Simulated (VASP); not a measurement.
# TiO2 (Rutile) (P4_2/mnm) in VASP: further runs

TiO2 (Rutile) is run at these levels: PBE; tasks: single point.

All numbers are computed with VASP 6.6.1; they aren't measurements. Logs are shortened: lines on timing, memory, paths and dates and some standing lists are left out, and cuts for length are marked.

**The experiment to reproduce.**

From “Shallow Valence Band of Rutile GeO2 and P-type Doping”, 2020, arxiv:2011.08928, for a bulk crystal of TiO2 at 1.6 K: band gap 3.03 eV (direct).

The runs below are set against these values where they give the same quantity.

### Step 1. The cell of the first run

It takes space group P4_2/mnm (No. 136, tetragonal). The conventional cell has a = 4.643 Å, b = 4.643 Å, c = 2.964 Å, α = 90.00°, β = 90.00°, γ = 90.00°. Within 2.6 Å of Ti (site symmetry mmm) lie 6 O at 1.96 to 2.00 Å. O (site symmetry m2m) has 3 Ti at 1.96 to 2.00 Å and 1 O at 2.56 Å within 2.6 Å.

### Step 2. Single point, PBE

The input, INCAR:

```
  PREC = Accurate
  ENCUT = 520
  EDIFF = 1E-7
  ISMEAR = 0
  SIGMA = 0.02
  LREAL = F
  LASPH = T
  NELM = 100
  ALGO = Normal
  ISIF = 2
  LWAVE = F
  LCHARG = T
  GGA = PE
  LELF = T
  LVHAR = T
  NBANDS = 33
```

The input, KPOINTS:

```
regular mesh
0
Gamma
  6 6 10
```

The input, POSCAR:

```
TiO2
1.0
    4.6432750182      0.0000000000      0.0000000000
    0.0000000000      4.6432750182      0.0000000000
    0.0000000000      0.0000000000      2.9638820179
Ti O
2 4
Direct
    0.0000000000      0.0000000000      0.0000000000
    0.5000000000      0.5000000000      0.5000000000
    0.3051282516      0.3051282516      0.0000000000
    0.1948717484      0.8051282516      0.5000000000
    0.6948717484      0.6948717484      0.0000000000
    0.8051282516      0.1948717484      0.5000000000
```

Potentials or basis: VASP PAW PBE potentials, release 64 (Ti_sv, O).

Run with:

```
cat potpaw_PBE.64/Ti_sv/POTCAR potpaw_PBE.64/O/POTCAR > POTCAR
mpirun -np 1 vasp_std > vasp.out
```

OUTCAR:

```text
PREC = Accurate
   ENCUT = 520
   EDIFF = 1E-7
   ISMEAR = 0
   LREAL = F
   LASPH = T
   NELM = 100
   ISIF = 2
   GGA = PE

 ion  position               nearest neighbor table
   1  0.000  0.000  0.000-   4 1.96   6 1.96   4 1.96   6 1.96   5 2.00   3 2.00
   2  0.500  0.500  0.500-   3 1.96   5 1.96   3 1.96   5 1.96   4 2.00   6 2.00
   3  0.305  0.305  0.000-   2 1.96   2 1.96   1 2.00
   4  0.195  0.805  0.500-   1 1.96   1 1.96   2 2.00
   5  0.695  0.695  0.000-   2 1.96   2 1.96   1 2.00
   6  0.805  0.195  0.500-   1 1.96   1 1.96   2 2.00

  LATTYP: Found a simple tetragonal cell.
 ALAT       =     4.6432750182
 C/A-ratio  =     0.6383171374

  Lattice vectors:

 A1 = (   4.6432750182,   0.0000000000,   0.0000000000)
 A2 = (   0.0000000000,   4.6432750182,   0.0000000000)
 A3 = (   0.0000000000,   0.0000000000,   2.9638820179)

Analysis of symmetry for initial positions (statically):
=====================================================================
 Subroutine PRICEL returns:
 Original cell was already a primitive cell.

 Routine SETGRP: Setting up the symmetry group for a
 simple tetragonal supercell.

 Subroutine GETGRP returns: Found 16 space group operations
 (whereof  8 operations were pure point group operations)
 out of a pool of 16 trial point group operations.

The static configuration has the point symmetry D_2h.
 The point group associated with its full space group is D_4h.

Analysis of symmetry for dynamics (positions and initial velocities):
=====================================================================
 Subroutine PRICEL returns:
 Original cell was already a primitive cell.

 Routine SETGRP: Setting up the symmetry group for a
 simple tetragonal supercell.

 Subroutine GETGRP returns: Found 16 space group operations
 (whereof  8 operations were pure point group operations)
 out of a pool of 16 trial point group operations.

The dynamic configuration has the point symmetry D_2h.
 The point group associated with its full space group is D_4h.

 Subroutine INISYM returns: Found 16 space group operations
 (whereof  8 operations are pure point group operations),
 and found     1 'primitive' translations

----------------------------------------------------------------------------------------

                                     Primitive cell

  volume of cell :      63.9013

  direct lattice vectors                    reciprocal lattice vectors
     4.643275018  0.000000000  0.000000000     0.215365232  0.000000000  0.000000000
     0.000000000  4.643275018  0.000000000     0.000000000  0.215365232  0.000000000
     0.000000000  0.000000000  2.963882018     0.000000000  0.000000000  0.337395346

  length of vectors
     4.643275018  4.643275018  2.963882018     0.215365232  0.215365232  0.337395346

  position of ions in fractional coordinates (direct lattice)
     0.000000000  0.000000000  0.000000000
     0.500000000  0.500000000  0.500000000
     0.305128252  0.305128252  0.000000000
     0.194871748  0.805128252  0.500000000
     0.694871748  0.694871748  0.000000000
     0.805128252  0.194871748  0.500000000

  ion indices of the primitive-cell ions
   primitive index   ion index
                 1           1
                 2           2
                 3           3
                 4           4
                 5           5
                 6           6

----------------------------------------------------------------------------------------

 KPOINTS: regular mesh

Automatic generation of k-mesh.
 Grid dimensions read from file:
 generate k-points for:    6    6   10

 Generating k-lattice:

  Cartesian coordinates                     Fractional coordinates (reciprocal lattice)
     0.035894205  0.000000000  0.000000000     0.166666667  0.000000000  0.000000000
     0.000000000  0.035894205  0.000000000     0.000000000  0.166666667  0.000000000
     0.000000000  0.000000000  0.033739535     0.000000000  0.000000000  0.100000000

  Length of vectors
     0.035894205  0.035894205  0.033739535

  Shift w.r.t. Gamma in fractional coordinates (k-lattice)
     0.000000000  0.000000000  0.000000000

 Subroutine IBZKPT returns following result:
 ===========================================

 Found     60 irreducible k-points:

 Following reciprocal coordinates:
            Coordinates               Weight
  0.000000  0.000000  0.000000      1.000000
  0.166667  0.000000  0.000000      4.000000
  0.333333  0.000000  0.000000      4.000000
  0.500000  0.000000  0.000000      2.000000
  0.166667  0.166667  0.000000      4.000000
  0.333333  0.166667  0.000000      8.000000
[... 16 lines left out ...]
  0.333333  0.000000  0.200000      8.000000
  0.500000  0.000000  0.200000      4.000000
 [... further k-points ...]
   k-points           NKPTS =     60   k-points in BZ     NKDIM =     60   number of bands    NBANDS=     33
   number of dos      NEDOS =    301   number of ions     NIONS =      6
   total plane-waves  NPLWV =  31104
   dimension x,y,z NGX =    36 NGY =   36 NGZ =   24
   dimension x,y,z NGXF=    72 NGYF=   72 NGZF=   48
   ions per type =               2   4
   NGX,Y,Z   is equivalent  to a cutoff of  12.89, 12.89, 13.46 a.u.
   NGXF,Y,Z  is equivalent  to a cutoff of  25.78, 25.78, 26.92 a.u.
 SYSTEM =  unknown system
   PREC   = accura    normal or accurate (medium, high low for compatibility)
   ISTART =      0    job   : 0-new  1-cont  2-samecut
   ICHARG =      2    charge: 1-file 2-atom 10-const
   ISPIN  =      1    spin polarized calculation?
   LNONCOLLINEAR =      F non collinear calculations
   LSORBIT =      F    spin-orbit coupling
   LASPH  =      T    aspherical Exc in radial PAW
   ENCUT  =  520.0 eV  38.22 Ry    6.18 a.u.   8.63  8.63  5.51*2*pi/ulx,y,z
   NELM   =    100;   NELMIN=  2; NELMDL= -5     # of ELM steps
   EDIFF  = 0.1E-06   stopping-criterion for ELM
   LREAL  =      F    real-space projection
   EDIFFG = 0.1E-05   stopping-criterion for IOM
   NSW    =      0    number of steps for IOM
   IBRION =     -1    ionic relax: 0-MD 1-quasi-New 2-CG
   NFREE  =      0    steps in history (QN), initial steepest desc. (CG)
   ISIF   =      2    stress and relaxation
   ISYM   =      2    0-nonsym 1-usesym 2-fastsym
   POTIM  = 0.5000    time-step for ionic-motion
   TEBEG  =    0.0;   TEEND  =   0.0 temperature during run
   PSTRESS=    0.0 pullay stress
   NELECT =      48.0000    total number of electrons
   NUPDOWN=      -1.0000    fix difference up-down
   EMIN   =  10.00;   EMAX   =-10.00  energy-range for DOS
   EFERMI =   0.00;   METHOD = LEGACY
   ISMEAR =     0;   SIGMA  =   0.02  broadening in eV -4-tet -1-fermi 0-gaus
   EFERMI_NEDOS =   21; number of points for ismear=-14 and -15
   IALGO  =     38    algorithm
   IMIX   =      4    mixing-type and parameters
     AMIX     =   0.40;   BMIX     =  1.00
     AMIX_MAG =   1.60;   BMIX_MAG =  1.00
  volume/ion in A,a.u.               =      10.65        71.87
  Fermi-wavevector in a.u.,A,eV,Ry     =   1.488168  2.812230 30.132066  2.214644
  Thomas-Fermi vector in A             =   2.601237
   LORBIT       =      0    0 simple, 1 ext, 2 COOP (PROOUT), +10 PAW based schemes
   GGA     = PE    functional components
   LHFCALC =     F    Hartree Fock is set to
   AEXX    =    0.0000 exact exchange contribution
   IVDW    =     0    specifies the selected vdW correction
   LEPSILON=     F    determine dielectric tensor
   LRPA    =     F    only Hartree local field effects (RPA)
 non-spin polarized calculation
 Gauss-broadening in eV      SIGMA  =   0.02
  energy-cutoff  :      520.00
  volume of cell :       63.90
 maximum number of plane-waves:      1748
 NGX is ok and might be reduce to    36

 number of electron      48.0000021 magnetization

 Free energy of the ion-electron system (eV)
  ---------------------------------------------------
  ext. energy  EPLUGINS =         0.00000000
  ---------------------------------------------------
  free energy    TOTEN  =       -53.67621569 eV

  energy without entropy =      -53.67621569  energy(sigma->0) =      -53.67621569

 E-fermi :   4.6972     XC(G=0): -11.2846

 val. band max:        4.5769678539   @ k =   0.0000   0.0000   0.0000
 cond. band min:       6.4122389632   @ k =   0.0000   0.0000   0.0000
 fundamental gap:      1.8352711093
 Fermi energy:         4.6971848318

 k-point     1 :       0.0000    0.0000    0.0000
  band No.  band energies     occupation
      1     -52.3820      2.00000
      2     -52.3671      2.00000
      3     -28.6688      2.00000
      4     -28.6688      2.00000
      5     -28.5189      2.00000
      6     -28.5189      2.00000
[... 25 lines left out ...]
     32      11.0482      0.00000
     33      11.0483      0.00000

 k-point     2 :       0.1667    0.0000    0.0000
  band No.  band energies     occupation
      1     -52.3810      2.00000
      2     -52.3681      2.00000
      3     -28.6611      2.00000
      4     -28.6604      2.00000
      5     -28.5282      2.00000
      6     -28.5275      2.00000
[... 25 lines left out ...]
     32      10.9624      0.00000
     33      10.9801      0.00000

 k-point     3 :       0.3333    0.0000    0.0000
  band No.  band energies     occupation
      1     -52.3782      2.00000
      2     -52.3708      2.00000
      3     -28.6407      2.00000
      4     -28.6390      2.00000
      5     -28.5513      2.00000
      6     -28.5495      2.00000
[... 25 lines left out ...]
     32      10.7911      0.00000
     33      10.8250      0.00000

 k-point     4 :       0.5000    0.0000    0.0000
  band No.  band energies     occupation
      1     -52.3745      2.00000
      2     -52.3745      2.00000
      3     -28.6238      2.00000
      4     -28.6238      2.00000
      5     -28.5673      2.00000
      6     -28.5673      2.00000
[... 673 lines left out ...]
     32      10.3503      0.00000
     33      10.5649      0.00000

 k-point    23 :       0.3333    0.0000    0.2000
  band No.  band energies     occupation
      1     -52.3642      2.00000
      2     -52.3582      2.00000
      3     -28.6392      2.00000
      4     -28.6208      2.00000
      5     -28.6025      2.00000
      6     -28.5898      2.00000
[... 25 lines left out ...]
     32       9.9609      0.00000
     33      10.5655      0.00000

 k-point    24 :       0.5000    0.0000    0.2000
  band No.  band energies     occupation
      1     -52.3612      2.00000
      2     -52.3612      2.00000
      3     -28.6318      2.00000
      4     -28.6318      2.00000
      5     -28.5861      2.00000
      6     -28.5861      2.00000
[... 25 lines left out ...]
     32       9.7627      0.00000
     33      10.9152      0.00000

 [... further k-points ...]
[... 5 lines left out ...]
  --------------------------------------------------------------------------------------
  -------------------------------------------------------------------------------------
  Total        0.2221070      0.2221070      0.3507385     -0.0000000      0.0000000      0.0000000
  in kB        5.5688201      5.5688201      8.7939559     -0.0000000      0.0000000      0.0000000
  external PRESSURE =       6.6438653 kB  Pullay stress =       0.0000000 kB

 VOLUME and BASIS-vectors are now :
 -----------------------------------------------------------------------------
  energy-cutoff  :      520.00
  volume of cell :       63.90
      direct lattice vectors                 reciprocal lattice vectors
     4.643275018  0.000000000  0.000000000     0.215365232  0.000000000  0.000000000
     0.000000000  4.643275018  0.000000000     0.000000000  0.215365232  0.000000000
     0.000000000  0.000000000  2.963882018     0.000000000  0.000000000  0.337395346

 POSITION                                       TOTAL-FORCE (eV/Angst)
 -----------------------------------------------------------------------------------
      0.00000      0.00000      0.00000         0.000000     -0.000000     -0.000000
      2.32164      2.32164      1.48194         0.000000     -0.000000     -0.000000
      1.41679      1.41679      0.00000        -0.020286     -0.020286      0.000000
      0.90484      3.73843      1.48194         0.020286     -0.020286     -0.000000
      3.22648      3.22648      0.00000         0.020286      0.020286     -0.000000
      3.73843      0.90484      1.48194        -0.020286      0.020286     -0.000000
 -----------------------------------------------------------------------------------
    total drift:                                0.000000      0.000000      0.000000

  FREE ENERGIE OF THE ION-ELECTRON SYSTEM (eV)
  ---------------------------------------------------
  free  energy   TOTEN  =       -53.6762156944 eV

  energy  without entropy=      -53.6762156944  energy(sigma->0) =      -53.67621569
```

It took 5.1 min on 1 thread of Intel Xeon 6975P-C, shared host; peak memory 0.24 GiB.

Results:

| Quantity | Value |
| --- | --- |
| Free energy | -53.6762 eV |
| Pressure | 0.7 GPa |
| Largest force | 0.029 eV/Å |
| Band gap on the k mesh | 1.84 eV, direct |

Forces on the atoms (eV/Å):
```
Ti   0.000  0.000  0.000
Ti   0.000  0.000  0.000
O   -0.020 -0.020  0.000
O    0.020 -0.020  0.000
O    0.020  0.020  0.000
O   -0.020  0.020  0.000
```

### Step 3. Single point, PBE

This run uses another cell than the first one: it holds 48 atoms, not 6.

The input, INCAR:

```
PREC = Accurate
ENCUT = 520
EDIFF = 1E-6
ISMEAR = 0
SIGMA = 0.01
LREAL = Auto
LASPH = True
NELM = 60
ALGO = Normal
ISIF = 2
LWAVE = False
LCHARG = True
GGA = PE
LELF = True
LVHAR = True
NBANDS = 222
LUSENCCL = False
```

The input, KPOINTS:

```
Automatic mesh
0
Gamma
  2 2 2
  0.5 0.5 0.5
```

The input, POSCAR:

```
TiO2
1.0
    4.6432749960      4.6432749960     -5.9277640715
   -4.6432749960      4.6432749960      5.9277640715
    4.6432749960     -4.6432749960      5.9277640715
Ti O
16 32
Direct
    0.5000000000      0.0000000000      0.5000000000
    0.5000000000      0.2500000000      0.7500000000
    0.5000000000      0.5000000000      0.0000000000
    0.5000000000      0.7500000000      0.2500000000
    0.0000000000      0.5000000000      0.5000000000
    0.0000000000      0.7500000000      0.7500000000
    0.0000000000      0.0000000000      0.0000000000
    0.0000000000      0.2500000000      0.2500000000
    0.5000000000      0.3750000000      0.3750000000
    0.5000000000      0.6250000000      0.6250000000
    0.5000000000      0.8750000000      0.8750000000
    0.5000000000      0.1250000000      0.1250000000
    0.0000000000      0.8750000000      0.3750000000
    0.0000000000      0.1250000000      0.6250000000
    0.0000000000      0.3750000000      0.8750000000
    0.0000000000      0.6250000000      0.1250000000
    0.3051282526      0.1525641263      0.1525641263
    0.3051282526      0.4025641263      0.4025641263
    0.3051282526      0.6525641263      0.6525641263
    0.3051282526      0.9025641263      0.9025641263
    0.8051282526      0.6525641263      0.1525641263
    0.8051282526      0.9025641263      0.4025641263
    0.8051282526      0.1525641263      0.6525641263
    0.8051282526      0.4025641263      0.9025641263
    0.5000000000      0.5275641263      0.2224358737
    0.5000000000      0.7775641263      0.4724358737
    0.5000000000      0.0275641263      0.7224358737
    0.5000000000      0.2775641263      0.9724358737
    0.0000000000      0.0275641263      0.2224358737
    0.0000000000      0.2775641263      0.4724358737
    0.0000000000      0.5275641263      0.7224358737
    0.0000000000      0.7775641263      0.9724358737
    0.6948717474      0.3474358737      0.3474358737
    0.6948717474      0.5974358737      0.5974358737
    0.6948717474      0.8474358737      0.8474358737
    0.6948717474      0.0974358737      0.0974358737
    0.1948717474      0.8474358737      0.3474358737
    0.1948717474      0.0974358737      0.5974358737
    0.1948717474      0.3474358737      0.8474358737
    0.1948717474      0.5974358737      0.0974358737
    0.5000000000      0.2224358737      0.5275641263
    0.5000000000      0.4724358737      0.7775641263
    0.5000000000      0.7224358737      0.0275641263
    0.5000000000      0.9724358737      0.2775641263
    0.0000000000      0.7224358737      0.5275641263
    0.0000000000      0.9724358737      0.7775641263
    0.0000000000      0.2224358737      0.0275641263
    0.0000000000      0.4724358737      0.2775641263
```

Potentials or basis: VASP PAW PBE potentials, release 64 (Ti_sv, O).

Run with:

```
cat potpaw_PBE.64/Ti_sv/POTCAR potpaw_PBE.64/O/POTCAR > POTCAR
mpirun -np 1 vasp_std > vasp.out
```

It used 120 s of CPU time on 1 × NVIDIA H100 80GB with 1 thread of AMD EPYC 7R13 Processor (Zen 3), on a shared host.

Results (log left out):

| Property | Result |
| --- | --- |
| Free energy | -429.4411 eV |
| Pressure | 0.6 GPa |
| Largest force | 0.028 eV/Å |
| Band gap on the k mesh | 2.10 eV |

Forces in eV/Å, atoms in the order of the input:
```
Ti   0.000  0.000  0.000
Ti   0.000  0.000  0.000
Ti   0.000  0.000  0.000
Ti   0.000  0.000  0.000
Ti   0.000  0.000  0.000
Ti   0.000  0.000  0.000
Ti   0.000  0.000  0.000
Ti   0.000  0.000  0.000
Ti   0.000  0.000  0.000
Ti   0.000  0.000  0.000
Ti   0.000  0.000  0.000
Ti   0.000  0.000  0.000
Ti   0.000  0.000  0.000
Ti   0.000  0.000  0.000
Ti   0.000  0.000  0.000
Ti   0.000  0.000  0.000
O   -0.020 -0.020  0.000
O   -0.020 -0.020  0.000
O   -0.020 -0.020  0.000
O   -0.020 -0.020  0.000
O   -0.020 -0.020  0.000
O   -0.020 -0.020  0.000
O   -0.020 -0.020  0.000
O   -0.020 -0.020  0.000
O    0.020 -0.020  0.000
O    0.020 -0.020  0.000
O    0.020 -0.020  0.000
O    0.020 -0.020  0.000
O    0.020 -0.020  0.000
O    0.020 -0.020  0.000
O    0.020 -0.020  0.000
O    0.020 -0.020  0.000
O    0.020  0.020  0.000
O    0.020  0.020  0.000
O    0.020  0.020  0.000
O    0.020  0.020  0.000
O    0.020  0.020  0.000
O    0.020  0.020  0.000
O    0.020  0.020  0.000
O    0.020  0.020  0.000
O   -0.020  0.020  0.000
O   -0.020  0.020  0.000
O   -0.020  0.020  0.000
O   -0.020  0.020  0.000
O   -0.020  0.020  0.000
O   -0.020  0.020  0.000
O   -0.020  0.020  0.000
O   -0.020  0.020  0.000
```

Stress tensor (GPa, compression positive):
```
0.52 0.00 0.00
0.00 0.52 0.00
0.00 0.00 0.88
```

Levels at points of the mesh, in eV from the valence-band top:
| k point | band 188 | band 189 | band 190 | band 191 | band 192 | band 193 | band 194 | band 195 | band 196 | band 197 |
| --- | --- | --- | --- | --- | --- | --- | --- | --- | --- | --- |
| (0.25, 0.25, 0.25) | -0.69 | -0.52 | -0.52 | -0.52 | -0.52 | 2.10 | 2.10 | 2.10 | 2.10 | 2.23 |

### Step 4. How close it comes

Step 2. A measured gap of TiO2 is 3.03 eV (direct; 1.6 K; quoted in “Shallow Valence Band of Rutile GeO2 and P-type Doping”, 2020, arxiv:2011.08928); the calculated 1.84 eV misses it by -1.19 eV. 2 values of this kind are on record in papers (3.03 to 3.05 eV); this one was drawn at random among those near their median. The value is that of PBE on a finite k mesh, which can miss the band edges, without temperature or zero-point motion. Semilocal functionals fall short of measured gaps as a rule.

Step 3. Measured direct gap of TiO2: 3.03 eV (direct; 1.6 K; quoted in “Shallow Valence Band of Rutile GeO2 and P-type Doping”, 2020, arxiv:2011.08928). This calculation gives 2.17 eV (-0.86 eV). The value is that of PBE on a finite k mesh, which can miss the band edges, without temperature or zero-point motion. Semilocal functionals fall short of measured gaps as a rule.
